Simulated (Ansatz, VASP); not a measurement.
One calculation of PbSe, two programs

INCAR

```
SYSTEM = PbSe
ALGO = Normal
EDIFF = 1E-6
ENCUT = 520
GGA = PE
ISIF = 2
ISMEAR = 0
IVDW = 12
LASPH = .TRUE.
LCHARG = .FALSE.
LREAL = .FALSE.
LWAVE = .FALSE.
NBANDS = 17
NELM = 80
PREC = Accurate
SIGMA = 0.03
```

The input KPOINTS:

```
k-points
0
G
  10 10 10
  0 0 0
```

Contents of POSCAR:

```
PbSe
1.0
    0.0000000000      3.1681361961      3.2194600025
    3.1681361961      0.0000000000      3.2194600025
    3.1681361961      3.1681361961      0.0000000000
Pb Se
1 1
Direct
    0.0000000000      0.0000000000      0.0000000000
    0.5000000000      0.5000000000      0.5000000000
```

Input for Ansatz:

```yaml
crystal:
  lattice:
    - [0.0, 3.1681361961, 3.2194600025]
    - [3.1681361961, 0.0, 3.2194600025]
    - [3.1681361961, 3.1681361961, 0.0]
  atoms:
    - { symbol: Pb, position: [0.0, 0.0, 0.0] }
    - { symbol: Se, position: [0.5, 0.5, 0.5] }
basis:
  ecutwfc: 420
kpoints:
  mp_grid: { grid: [10, 10, 10] }
hamiltonian:
  xc: pbe
  dispersion: d3bj
scf:
  occupations: { method: gaussian, width: 0.03 }
output:
  forces: true
  stress: true
  eigenvalues: true
```

Alike in both runs: task single point; functional PBE; dispersion D3(BJ); k mesh 10 × 10 × 10; occupations gaussian, width 0.03 eV; no spin polarisation.

```csv
,VASP,Ansatz
version,VASP 6.6.1,Ansatz 0.2.0
potentials or method,"VASP PAW PBE potentials, release 64 (Pb_d, Se), cutoff 520 eV","scalar-relativistic, plane waves, PAW"
valence electrons in the cell,20,30
```

|  | VASP | Ansatz | Ansatz less VASP |
| --- | --- | --- | --- |
| gap on the k mesh at the Fermi level (eV) | 0.62 | 0.62 | -0.004 |
| least direct gap on the mesh (eV) | 0.62 | 0.62 | -0.004 |
| pressure (GPa) | -2.2 | -2.2 | +0.02 |
| traceless stress, the component that is largest in VASP (GPa) | -0.76 | -0.76 | +0.003 |

VASP's potentials hold 20 valence electrons a cell and Ansatz's 30, so a difference there can come from the potentials and not from the codes. Ansatz's warnings: dispersion switch in reach.

Neither program's run includes spin-orbit coupling.
